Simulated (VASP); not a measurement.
## Sc3W: single point with PBE

Sc3W:

```
CELL_PARAMETERS angstrom
3.09548 0.00000 0.00000
-1.54774 2.68077 0.00000
0.00000 0.00000 10.22077
ATOMIC_POSITIONS crystal
Sc 0.66667 0.33333 0.50000
Sc 0.33333 0.66667 0.23018
Sc 0.33333 0.66667 0.76982
W 0.66667 0.33333 0.00000
```

The cell was generated, and may not be a known phase.

```yaml
Program: VASP 6.6.1
Task: single point
Functional: PBE
Potentials_or_basis: VASP PAW PBE potentials, release 64 (Sc_sv, W_sv)
Cutoff: 520 eV
k_mesh: 18 × 18 × 6
Occupations: gaussian, width 0.1 eV
Spin: collinear spin
Starting_moments: "[0.43, 0.0, 0.0, 0.0] μB"
Dipole_correction: no
Further_INCAR_settings: ALGO = Fast; EDIFF = 1e-06; NBANDS = 36
```

```yaml
Pressure: 0.1 GPa
Largest_force: 0.007 eV/Å
Net_moment: 0.64 μB per cell
Site_moments: Sc +0.33, +0.03 (each value once); W +0.01 μB
Valence_electrons_inside_the_program's_atomic_spheres: Sc 9.47, 9.52 (each value once); W 11.79
```

Forces in eV/Å, atoms in the order of the input:
```
Sc   0.000  0.000  0.000
Sc   0.000  0.000  0.007
Sc   0.000  0.000 -0.007
W    0.000  0.000  0.000
```

Levels at points of the mesh, in eV from the Fermi level:
Spin up:
| k point | band 20 | band 21 | band 22 | band 23 | band 24 | band 25 | band 26 | band 27 | band 28 | band 29 |
| --- | --- | --- | --- | --- | --- | --- | --- | --- | --- | --- |
| (0.00, 0.00, 0.00) | -2.87 | -0.23 | -0.23 | -0.13 | 0.07 | 0.95 | 0.95 | 1.11 | 1.22 | 1.62 |
| (0.50, 0.00, 0.00) | -1.78 | -1.27 | -0.89 | -0.25 | -0.22 | 0.33 | 0.89 | 1.13 | 1.52 | 1.57 |
| (0.00, 0.00, 0.50) | -2.70 | -0.70 | -0.23 | -0.23 | 0.52 | 0.93 | 0.93 | 0.98 | 1.17 | 1.68 |
| (0.50, 0.00, 0.50) | -1.57 | -1.18 | -0.83 | -0.63 | -0.36 | 0.35 | 1.23 | 1.26 | 1.30 | 1.54 |
Spin down:
```
           k point  band 20  band 21  band 22  band 23  band 24  band 25  band 26  band 27
(0.00, 0.00, 0.00)    -2.67    -0.22    -0.22     0.10     0.23     0.95     0.95     1.13
(0.50, 0.00, 0.00)    -1.48    -1.17    -0.79    -0.18     0.20     0.33     1.02     1.27
(0.00, 0.00, 0.50)    -2.42    -0.57    -0.22    -0.22     0.76     0.94     0.94     1.05
(0.50, 0.00, 0.50)    -1.26    -1.12    -0.73    -0.50     0.02     0.35     1.25     1.45
```

Run time: 6.5 min on 4 MPI ranks on Intel(R) Xeon(R) Platinum 8375C CPU @ 2.90GHz (Ice Lake), on a shared host, peak memory 0.71 GiB a rank.

Caveat: a moment this small can come from the mesh or the smearing; spin-orbit coupling is left out, which moves the levels of the heavy elements.
